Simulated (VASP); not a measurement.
WSe2:

```
CELL_PARAMETERS angstrom
1.64330 0.94876 6.49727
-1.64330 0.94876 6.49727
0.00000 -1.89752 6.49727
ATOMIC_POSITIONS crystal
W 0.00000 0.00000 0.00000
Se 0.24626 0.24626 0.24626
Se 0.75374 0.75374 0.75374
```

Base run:

| Property | Result |
| --- | --- |
| Program | VASP 6.6.1 |
| Functional | LDA |
| Potentials or basis | VASP PAW LDA potentials, release 64 (W_sv, Se) |
| Cutoff | 520 eV |
| k mesh | 10 × 10 × 10 |
| Occupations | fermi-dirac, width 0.02 eV |
| Spin | no spin polarisation |

Its results: band gap on the k mesh zero (band 13 reaches 6.93 eV, above the bottom of band 14 at 6.53 eV); pressure -3.8 GPa; largest force 0.091 eV/Å.

Problem. The run is repeated on the same cell with these changes: functional from LDA to PBE; potentials or basis from VASP PAW LDA potentials, release 64 (W_sv, Se) to VASP PAW PBE potentials, release 64 (W_sv, Se). What comes out?

Solution. Band gap on the k mesh zero (band 13 reaches 7.00 eV, above the bottom of band 14 at 6.57 eV); pressure 3.5 GPa; largest force 0.357 eV/Å.

Caveats: spin-orbit coupling is left out, which moves the levels of the heavy elements.
